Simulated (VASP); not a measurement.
Input of a VASP 6.6.1 run:

Contents of INCAR:

```
ALGO = Normal
EDIFF = 1E-7
ENCUT = 520
GGA = PE
ISIF = 2
ISMEAR = -1
LASPH = T
LCHARG = T
LELF = T
LREAL = F
LVHAR = T
LWAVE = F
NBANDS = 28
NELM = 80
PREC = Accurate
SIGMA = 0.1
```

File KPOINTS:

```
k-points
0
Gamma
  4 4 4
```

Contents of POSCAR:

```
Ba3SbP
1.0
    6.1131770000      0.0000000000      0.0000000000
    0.0000000000      6.1131770000      0.0000000000
    0.0000000000      0.0000000000      6.1131770000
Ba Sb P
3 1 1
Direct
    0.0000000000      0.5000000000      0.5000000000
    0.5000000000      0.0000000000      0.5000000000
    0.5000000000      0.5000000000      0.0000000000
    0.0000000000      0.0000000000      0.0000000000
    0.5000000000      0.5000000000      0.5000000000
```

Potentials or basis: VASP PAW PBE potentials, release 64 (Ba_sv, Sb, P).

The run is started by

```sh
$ cat potpaw_PBE.64/Ba_sv/POTCAR potpaw_PBE.64/Sb/POTCAR potpaw_PBE.64/P/POTCAR > POTCAR
$ mpirun -np 1 vasp_std > vasp.out
```

**Question.** Estimate the pressure.

**Answer.** -0.1 GPa.

**Question.** What does it give for the band gap on the k mesh?

**Answer.** 0.29 eV, direct.

Caveat: spin-orbit coupling is left out, which moves the levels of the heavy elements. A k mesh can miss the band edges.
